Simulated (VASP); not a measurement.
AsRu3, 4 atoms in the cell. It takes space group Pm-3m (No. 221, cubic). The conventional cell has a = 3.879 Å, b = 3.879 Å, c = 3.879 Å, α = 90.00°, β = 90.00°, γ = 90.00°. Within 3.6 Å of As (site symmetry m-3m) lie 12 Ru at 2.74 Å. Ru (site symmetry 4/mmm) has 4 As at 2.74 Å and 8 Ru at 2.74 Å within 3.6 Å. 

| Quantity | Value |
| --- | --- |
| Program | VASP 6.6.1 |
| Task | relaxation of cell and atoms |
| Functional | PBE |
| Potentials or basis | VASP PAW PBE potentials, release 64 (As, Ru_pv) |
| Cutoff | 600 eV |
| k mesh | 4 × 4 × 4 |
| Occupations | gaussian, width 0.1 eV |
| Spin | no spin polarisation |
| Dipole correction | no |
| Further INCAR settings | ALGO = Normal; EDIFF = 1e-06; IBRION = 2; EDIFFG = -0.04; NSW = 90; ISIF = 3 |

Potentials or basis: VASP PAW PBE potentials, release 64 (As, Ru_pv).

The run is started by

```bash
$ cat potpaw_PBE.64/As/POTCAR potpaw_PBE.64/Ru_pv/POTCAR > POTCAR
$ mpirun -np 1 vasp_std > vasp.out
```

Hardware: 1 thread of Intel Xeon 8259CL, with other jobs on the host.

**Question.** How long does it take, and how much memory?

**Answer.** Wall time 62 s on 1 thread of Intel Xeon 8259CL, with other jobs on the host, peak memory 0.19 GiB. Counts: scf iterations 33, k points 10, ion steps 3.
